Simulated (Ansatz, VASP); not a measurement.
**MgO2: VASP beside Ansatz**

```
Mg O
1.0
     1.60476    0.92651    3.49398
    -1.60476    0.92651    3.49398
     0.00000   -1.85302    3.49398
Mg O
1 2
Direct
  0.00000 0.00000 0.00000
  0.43833 0.43833 0.43833
  0.56167 0.56167 0.56167
```

Change from the starting cell: mode 9 (885.4 1/cm) frozen in, largest displacement +0.100 Å.

Alike in both runs: task single point; functional PBEsol; k mesh 12 × 12 × 12; occupations gaussian, width 0.05 eV; no spin polarisation.

|  | VASP | Ansatz |
| --- | --- | --- |
| version | VASP 6.6.1 | Ansatz 0.2.0 |
| potentials or method | VASP PAW PBE potentials, release 64 (Mg, O), cutoff 520 eV | scalar-relativistic, plane waves, PAW |
| valence electrons in the cell | 14 | 22 |

|  | VASP | Ansatz | Ansatz less VASP |
| --- | --- | --- | --- |
| gap on the k mesh at the Fermi level (eV) | 2.97 | 2.97 | +0.001 |
| least direct gap on the mesh (eV) | 3.10 | 3.11 | +0.007 |
| pressure (GPa) | 8.0 | 7.5 | -0.50 |
| traceless stress, the component that is largest in VASP (GPa) | 36.03 | 33.34 | -2.692 |
| rms of the force components (eV/Å) | 3.999 | 3.733 | -0.2659 |

VASP's potentials were made for PBE, not for PBEsol. Atom by atom the forces differ by 0.266 eV/Å (rms over components). The functional is the same, so the differences come from potentials, cutoffs and numerics. VASP's potentials hold 14 valence electrons a cell and Ansatz's 22, so a difference there can come from the potentials and not from the codes.
